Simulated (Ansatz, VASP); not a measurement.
# ScSi2: VASP beside Ansatz

Contents of INCAR:

```
ALGO = Normal
EDIFF = 1E-7
ENCUT = 520
GGA = PE
ISIF = 2
ISMEAR = 0
LASPH = T
LCHARG = T
LDAU = T
LDAUJ = 0 0
LDAUL = 2 -1
LDAUPRINT = 1
LDAUTYPE = 2
LDAUU = 3 0
LELF = T
LMAXMIX = 4
LREAL = F
LVHAR = T
LWAVE = F
NBANDS = 16
NELM = 150
PREC = Accurate
SIGMA = 0.05
```

Contents of KPOINTS:

```
k-points
0
Gamma
  10 10 10
```

File POSCAR:

```
ScSi2
1.0
    4.0334597719      0.0000000000      0.0000000000
   -2.0167298860      3.4930786276      0.0000000000
    0.0000000000      0.0000000000      3.6309188480
Sc Si
1 2
Direct
    0.0000000000      0.0000000000      0.0000000000
    0.3333333333      0.6666666667      0.5000000000
    0.6666666667      0.3333333333      0.5000000000
```

Input for Ansatz:

```yaml
crystal:
  lattice:
    - [4.033459771895, 2.886756443111e-11, 0.0]
    - [-2.016729885973, 3.49307862759, 0.0]
    - [0.0, 0.0, 3.630918848]
  atoms:
    - { symbol: Sc, position: [0.0, 0.0, 0.0] }
    - { symbol: Si, position: [0.3333333333333, 0.6666666666667, 0.5] }
    - { symbol: Si, position: [0.6666666666667, 0.3333333333333, 0.5] }
basis:
  ecutwfc: 420
  ecutrho_ratio: 4
kpoints:
  mp_grid: { grid: [10, 10, 10] }
hamiltonian:
  xc: pbe
  hubbard: { sites: [{ species: Sc, l: d, u_eff: 3.0 }], double_counting: fll }
scf:
  occupations: { method: gaussian, width: 0.05 }
output:
  forces: true
  stress: true
```

Alike in both runs: task single point; functional PBE; k mesh 10 × 10 × 10; occupations gaussian, width 0.05 eV; no spin polarisation; Hubbard terms Sc d U = 3.0 eV.

```csv
,VASP,Ansatz
version,VASP 6.6.1,Ansatz 0.2.0
potentials or method,"VASP PAW PBE potentials, release 64 (Sc_sv, Si), cutoff 520 eV","scalar-relativistic, plane waves, PAW"
valence electrons in the cell,19,19
```

```tsv
	VASP	Ansatz	Ansatz less VASP
pressure (GPa)	3.4	3.4	+0.03
traceless stress, the component that is largest in VASP (GPa)	-0.30	-0.67	-0.378
```

The programs project onto different local orbitals, so the same U acts differently, and such runs can settle in different states. Ansatz's warnings: filled band counts differ across k points.
